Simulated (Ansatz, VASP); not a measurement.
# Two plane-wave programs on Pt

File INCAR:

```
SYSTEM = Pt
ALGO = Normal ; EDIFF = 1E-7
EDIFFG = -0.04 ; ENCUT = 600
GGA = PE ; IBRION = 2
ISIF = 3 ; ISMEAR = 0
LASPH = .True. ; LCHARG = .False.
LREAL = .False. ; LWAVE = .False.
NELM = 80 ; NSW = 90
PREC = Accurate ; SIGMA = 0.1
```

The input KPOINTS:

```
k-points
0
Gamma
  6 6 8
  0 0 0
```

The input POSCAR:

```
Pt
1.0
    2.5343449900      0.0000000000      0.0000000000
    0.0000000000      2.5343449900      0.0000000000
    0.0000000000      0.0000000000      2.3485889200
Pt
1
Direct
    0.0000000000      0.0000000000      0.0000000000
```

Input for Ansatz:

```yaml
crystal:
  lattice:
    - [2.53434499, 0.0, 0.0]
    - [0.0, 2.53434499, 0.0]
    - [0.0, 0.0, 2.34858892]
  atoms:
    - { symbol: Pt, position: [0.0, 0.0, 0.0] }
basis:
  ecutwfc: 420
kpoints:
  mp_grid: { grid: [6, 6, 8] }
hamiltonian:
  xc: pbe
scf:
  occupations: { method: gaussian, width: 0.1 }
  lower_state_search: "off"
output:
  forces: true
  stress: true
  eigenvalues: true
relax:
  adjacent_minimum: "off"
  f_tol: 0.04
  max_steps: 70
  cell: { stress_tol: 0.4 }
```

Alike in both runs: task relaxation of cell and atoms; functional PBE; k mesh 6 × 6 × 8; occupations gaussian, width 0.1 eV; no spin polarisation.

```csv
,VASP,Ansatz
version,VASP 6.6.1,Ansatz 0.2.0
potentials or method,"VASP PAW PBE potentials, release 64 (Pt), cutoff 600 eV","scalar-relativistic, plane waves, PAW"
valence electrons in the cell,10,18
```

VASP gave:

```
gap on the k mesh at the Fermi level, each at its own relaxed structure (eV) : none
relaxed volume (Å³/atom)                                                     : 18.10
relaxed cell length with the largest relative difference (Å)                 : 2.632
```

Q: Which values does Ansatz return?

A: gap on the k mesh at the Fermi level, each at its own relaxed structure (eV): none; relaxed volume (Å³/atom): 18.14; relaxed cell length with the largest relative difference (Å): 2.634.

A gap of «none» marks a metal or a gap that the smearing closes. VASP's potentials hold 10 valence electrons a cell and Ansatz's 18, so a difference there can come from the potentials and not from the codes.

The k mesh is coarse, so the values compare programs but aren't converged. Spin-orbit coupling is off throughout. Noted on VASP's run: the volume moved by over 15 % at a fixed basis, so the end points are rough.
